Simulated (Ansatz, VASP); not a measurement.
# Two plane-wave programs on SnSe

```
Sn Se
1.0
     2.04297    1.17951    3.33586
    -2.04297    1.17951    3.33586
     0.00000   -2.35902    3.33586
Sn Se
1 1
Cartesian
  0.0000 0.0000 5.0038
  0.0000 0.0000 0.0000
```

Alike in both runs: task relaxation of cell and atoms; functional PBEsol; k mesh 8 × 8 × 8; occupations gaussian, width 0.02 eV; no spin polarisation.

|  | VASP | Ansatz |
| --- | --- | --- |
| version | VASP 6.6.1 | Ansatz 0.2.0 |
| potentials or method | VASP PAW PBE potentials, release 64 (Sn_d, Se), cutoff 600 eV | scalar-relativistic, plane waves, PAW |
| valence electrons in the cell | 20 | 30 |

|  | VASP | Ansatz | Ansatz less VASP |
| --- | --- | --- | --- |
| gap on the k mesh at the Fermi level, each at its own relaxed structure (eV) | 0.75 | 0.75 | -0.001 |
| relaxed volume (Å³/atom) | 26.29 | 26.29 | 0.000 |
| relaxed length of the cell vector where the two differ most in proportion (Å) | 4.205 | 4.205 | +0.0001 |

VASP's potentials were made for PBE, not for PBEsol. VASP's potentials hold 20 valence electrons a cell and Ansatz's 30, so a difference there can come from the potentials and not from the codes.
